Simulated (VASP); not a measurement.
# Na (Im-3m) in VASP: further runs, part 2 of 2

VASP 6.6.1.

## Step 3: Relaxation of cell and atoms, PBEsol

This run uses another cell than the first one, of 36.78 Å³/atom, 1.014 times its volume.

File INCAR:

```
SYSTEM = Na
ALGO = Fast
EDIFF = 1E-6
EDIFFG = -0.005
ENCUT = 600
GGA = PS
IBRION = 2
ISIF = 3
ISMEAR = 0
LASPH = .TRUE.
LCHARG = .FALSE.
LREAL = .FALSE.
LWAVE = .FALSE.
NELM = 100
NSW = 70
PREC = Accurate
SIGMA = 0.1
```

File KPOINTS:

```
k-points
0
G
  14 14 14
  0 0 0
```

File POSCAR:

```
Na
1.0
   -2.0949070445      2.0949070445      2.0949070445
    2.0949070445     -2.0949070445      2.0949070445
    2.0949070445      2.0949070445     -2.0949070445
Na
1
Direct
    0.0000000000      0.0000000000      0.0000000000
```

Potentials or basis: VASP PAW PBE potentials, release 64 (Na_pv).

Started as:

```bash
$ cat potpaw_PBE.64/Na_pv/POTCAR > POTCAR
$ mpirun -np 1 vasp_std > vasp.out
```

OUTCAR:

```text
SYSTEM = Na
   EDIFF = 1E-6
   EDIFFG = -0.005
   ENCUT = 600
   GGA = PS
   IBRION = 2
   ISIF = 3
   ISMEAR = 0
   LASPH = .TRUE.
   LREAL = .FALSE.
   NELM = 100
   NSW = 70
   PREC = Accurate

 ion  position               nearest neighbor table
   1  0.000  0.000  0.000-

  LATTYP: Found a body centered cubic cell.
 ALAT       =     4.1898140890

  Lattice vectors:

 A1 = (  -2.0949070445,   2.0949070445,   2.0949070445)
 A2 = (   2.0949070445,  -2.0949070445,   2.0949070445)
 A3 = (   2.0949070445,   2.0949070445,  -2.0949070445)

Analysis of symmetry for initial positions (statically):
=====================================================================
 Subroutine PRICEL returns:
 Original cell was already a primitive cell.

 Routine SETGRP: Setting up the symmetry group for a
 body centered cubic supercell.

 Subroutine GETGRP returns: Found 48 space group operations
 (whereof 48 operations were pure point group operations)
 out of a pool of 48 trial point group operations.

The static configuration has the point symmetry O_h .

Analysis of symmetry for dynamics (positions and initial velocities):
=====================================================================
 Subroutine PRICEL returns:
 Original cell was already a primitive cell.

 Routine SETGRP: Setting up the symmetry group for a
 body centered cubic supercell.

 Subroutine GETGRP returns: Found 48 space group operations
 (whereof 48 operations were pure point group operations)
 out of a pool of 48 trial point group operations.

The dynamic configuration has the point symmetry O_h .

 Subroutine INISYM returns: Found 48 space group operations
 (whereof 48 operations are pure point group operations),
 and found     1 'primitive' translations

----------------------------------------------------------------------------------------

                                     Primitive cell

  volume of cell :      36.7751

  direct lattice vectors                    reciprocal lattice vectors
    -2.094907045  2.094907045  2.094907045     0.000000000  0.238674074  0.238674074
     2.094907045 -2.094907045  2.094907045     0.238674074  0.000000000  0.238674074
     2.094907045  2.094907045 -2.094907045     0.238674074  0.238674074  0.000000000

  length of vectors
     3.628485438  3.628485438  3.628485438     0.337536113  0.337536113  0.337536113

  position of ions in fractional coordinates (direct lattice)
     0.000000000  0.000000000  0.000000000

  ion indices of the primitive-cell ions
   primitive index   ion index
                 1           1

----------------------------------------------------------------------------------------

 KPOINTS: k-points

Automatic generation of k-mesh.
 Grid dimensions read from file:
 generate k-points for:   14   14   14

 Generating k-lattice:

  Cartesian coordinates                     Fractional coordinates (reciprocal lattice)
     0.000000000  0.017048148  0.017048148     0.071428571  0.000000000  0.000000000
     0.017048148  0.000000000  0.017048148     0.000000000  0.071428571  0.000000000
     0.017048148  0.017048148  0.000000000     0.000000000  0.000000000  0.071428571

  Length of vectors
     0.024109722  0.024109722  0.024109722

  Shift w.r.t. Gamma in fractional coordinates (k-lattice)
     0.000000000  0.000000000  0.000000000

 Subroutine IBZKPT returns following result:
 ===========================================

 Found    104 irreducible k-points:

 Following reciprocal coordinates:
            Coordinates               Weight
  0.000000  0.000000  0.000000      1.000000
  0.071429  0.000000  0.000000     12.000000
  0.142857  0.000000  0.000000     12.000000
  0.214286  0.000000  0.000000     12.000000
  0.285714  0.000000  0.000000     12.000000
  0.357143  0.000000  0.000000     12.000000
[... 16 lines left out ...]
  0.285714  0.285714  0.000000     24.000000
  0.357143  0.285714  0.000000     24.000000
 [... further k-points ...]
   k-points           NKPTS =    104   k-points in BZ     NKDIM =    104   number of bands    NBANDS=      7
   number of dos      NEDOS =    301   number of ions     NIONS =      1
   total plane-waves  NPLWV =  27000
   dimension x,y,z NGX =    30 NGY =   30 NGZ =   30
   dimension x,y,z NGXF=    60 NGYF=   60 NGZF=   60
   ions per type =               1
   NGX,Y,Z   is equivalent  to a cutoff of  13.75, 13.75, 13.75 a.u.
   NGXF,Y,Z  is equivalent  to a cutoff of  27.49, 27.49, 27.49 a.u.
 SYSTEM =  Na
   PREC   = accura    normal or accurate (medium, high low for compatibility)
   ISTART =      0    job   : 0-new  1-cont  2-samecut
   ICHARG =      2    charge: 1-file 2-atom 10-const
   ISPIN  =      1    spin polarized calculation?
   LNONCOLLINEAR =      F non collinear calculations
   LSORBIT =      F    spin-orbit coupling
   LASPH  =      T    aspherical Exc in radial PAW
   ENCUT  =  600.0 eV  44.10 Ry    6.64 a.u.   7.25  7.25  7.25*2*pi/ulx,y,z
   NELM   =    100;   NELMIN=  2; NELMDL= -5     # of ELM steps
   EDIFF  = 0.1E-05   stopping-criterion for ELM
   LREAL  =      F    real-space projection
   EDIFFG = -.5E-02   stopping-criterion for IOM
   NSW    =     70    number of steps for IOM
   IBRION =      2    ionic relax: 0-MD 1-quasi-New 2-CG
   NFREE  =      1    steps in history (QN), initial steepest desc. (CG)
   ISIF   =      3    stress and relaxation
   ISYM   =      2    0-nonsym 1-usesym 2-fastsym
   POTIM  = 0.5000    time-step for ionic-motion
   TEBEG  =    0.0;   TEEND  =   0.0 temperature during run
   PSTRESS=    0.0 pullay stress
   NELECT =       7.0000    total number of electrons
   NUPDOWN=      -1.0000    fix difference up-down
   EMIN   =  10.00;   EMAX   =-10.00  energy-range for DOS
   EFERMI =   0.00;   METHOD = LEGACY
   ISMEAR =     0;   SIGMA  =   0.10  broadening in eV -4-tet -1-fermi 0-gaus
   EFERMI_NEDOS =   21; number of points for ismear=-14 and -15
   IALGO  =     68    algorithm
   IMIX   =      4    mixing-type and parameters
     AMIX     =   0.40;   BMIX     =  1.00
     AMIX_MAG =   1.60;   BMIX_MAG =  1.00
  volume/ion in A,a.u.               =      36.78       248.17
  Fermi-wavevector in a.u.,A,eV,Ry     =   0.941722  1.779597 12.066197  0.886840
  Thomas-Fermi vector in A             =   2.069261
   LORBIT       =      0    0 simple, 1 ext, 2 COOP (PROOUT), +10 PAW based schemes
   GGA     = PS    functional components
   LHFCALC =     F    Hartree Fock is set to
   AEXX    =    0.0000 exact exchange contribution
   IVDW    =     0    specifies the selected vdW correction
   LEPSILON=     F    determine dielectric tensor
   LRPA    =     F    only Hartree local field effects (RPA)
 conjugate gradient relaxation of ions
 non-spin polarized calculation
 RMM-DIIS sequential band-by-band and
 Gauss-broadening in eV      SIGMA  =   0.10
  energy-cutoff  :      600.00
  volume of cell :       36.78
 maximum number of plane-waves:      1264
 NGX is ok and might be reduce to    30
   NGX = 15   NGY = 15   NGZ = 15

--------------------------------------- Ionic step        1  -------------------------------------------

 number of electron       6.9999991 magnetization

 Free energy of the ion-electron system (eV)
  ---------------------------------------------------
  ext. energy  EPLUGINS =         0.00000000
  ---------------------------------------------------
  free energy    TOTEN  =        -1.40032593 eV

  energy without entropy =       -1.39729785  energy(sigma->0) =       -1.39881189

------------------------ aborting loop because EDIFF is reached ----------------------------------------

  FORCE on cell =-STRESS in cart. coord.  units (eV):
  Direction    XX          YY          ZZ          XY          YZ          ZX
  --------------------------------------------------------------------------------------
  -------------------------------------------------------------------------------------
  Total       -0.0074269     -0.0074269     -0.0074269      0.0000000     -0.0000000      0.0000000
  in kB       -0.3235657     -0.3235657     -0.3235657      0.0000000     -0.0000000      0.0000000
  external PRESSURE =      -0.3235657 kB  Pullay stress =       0.0000000 kB
[... 162 lines left out ...]
--------------------------------------- Ionic step        6  -------------------------------------------

 number of electron       6.9999990 magnetization

 Free energy of the ion-electron system (eV)
  ---------------------------------------------------
  ext. energy  EPLUGINS =         0.00000000
  ---------------------------------------------------
  free energy    TOTEN  =        -1.40049120 eV

  energy without entropy =       -1.39747208  energy(sigma->0) =       -1.39898164

 E-fermi :   0.3295     XC(G=0):  -6.5475

 val. band max:        0.3025108576   @ k =  -0.3571   0.4286   0.1429
 cond. band min:       0.3836257509   @ k =   0.3571   0.0714   0.0714
 fundamental gap:      0.0811148933
 Fermi energy:         0.3294952431

 k-point     1 :       0.0000    0.0000    0.0000
  band No.  band energies     occupation
      1     -24.4160      2.00000
      2     -24.4160      2.00000
      3     -24.4160      2.00000
      4      -2.9592      2.00000
      5      12.2024      0.00000
      6      12.2024      0.00000
      7      12.2024      0.00000
[... 221 lines left out ...]
 k-point    24 :       0.3571    0.2857    0.0000
  band No.  band energies     occupation
      1     -24.4452      2.00000
      2     -24.4393      2.00000
      3     -24.4207      2.00000
      4       2.0741      0.00000
      5       2.5015      0.00000
      6       3.8068      0.00000
      7       8.4646      0.00000

 [... further k-points ...]
[... 5 lines left out ...]
  --------------------------------------------------------------------------------------
  -------------------------------------------------------------------------------------
  Total       -0.0000691     -0.0000691     -0.0000691     -0.0000000      0.0000000      0.0000000
  in kB       -0.0030388     -0.0030388     -0.0030388     -0.0000000      0.0000000      0.0000000
  external PRESSURE =      -0.0030388 kB  Pullay stress =       0.0000000 kB
[... 16 lines left out ...]
  FREE ENERGIE OF THE ION-ELECTRON SYSTEM (eV)
  ---------------------------------------------------
  free  energy   TOTEN  =        -1.4004911984 eV

  energy  without entropy=       -1.3974720769  energy(sigma->0) =       -1.39898164

 reached required accuracy - stopping structural energy minimisation
```

CONTCAR:

```text
Na
   1.00000000000000
    -2.0882467094669042    2.0882467094669042    2.0882467094669042
     2.0882467094669042   -2.0882467094669042    2.0882467094669042
     2.0882467094669042    2.0882467094669042   -2.0882467094669042
  Na
     1
Direct
     1.0000000000000000    0.0000000000000000    0.0000000000000000

  0.00000000E+00  0.00000000E+00  0.00000000E+00
```

It took 54 s on 1 thread of Intel Xeon Platinum 8488C (Sapphire Rapids), shared host; peak memory 0.17 GiB.

What came out:

```yaml
Free_energy: -1.4005 eV
Relaxed_volume: 36.43 Å³/atom
Relaxed_cell: a = 3.617 Å, b = 3.617 Å, c = 3.617 Å, α = 109.47°, β = 109.47°, γ = 109.47°
Space_group_after_relaxing_to_0.05_Å: Im-3m (No. 229)
Energy_gained_by_relaxing: 0.2 meV/atom
Ionic_steps: 6
Pressure_after_relaxing: 0.0 GPa
```

Step by step:
| step | energy change (eV) | largest force (eV/Å) | pressure (GPa) | volume (Å³) |
| --- | --- | --- | --- | --- |
| 1 | 0.0000 | 0.0000 | -0.03 | 36.78 |
| 2 | 0.0000 | 0.0000 | -0.10 | 36.74 |
| 3 | -0.0001 | 0.0000 | -0.03 | 36.62 |
| 4 | -0.0002 | 0.0000 | 0.05 | 36.38 |
| 5 | -0.0001 | 0.0000 | -0.12 | 36.53 |
| 6 | -0.0002 | 0.0000 | 0.00 | 36.43 |

Final structure:
```
Na
1.0
    -2.08825    2.08825    2.08825
     2.08825   -2.08825    2.08825
     2.08825    2.08825   -2.08825
Na
1
Direct
  0.00000 0.00000 0.00000
```

Caveat: the PAW data sets were made with another functional, which shifts forces and pressure a little.
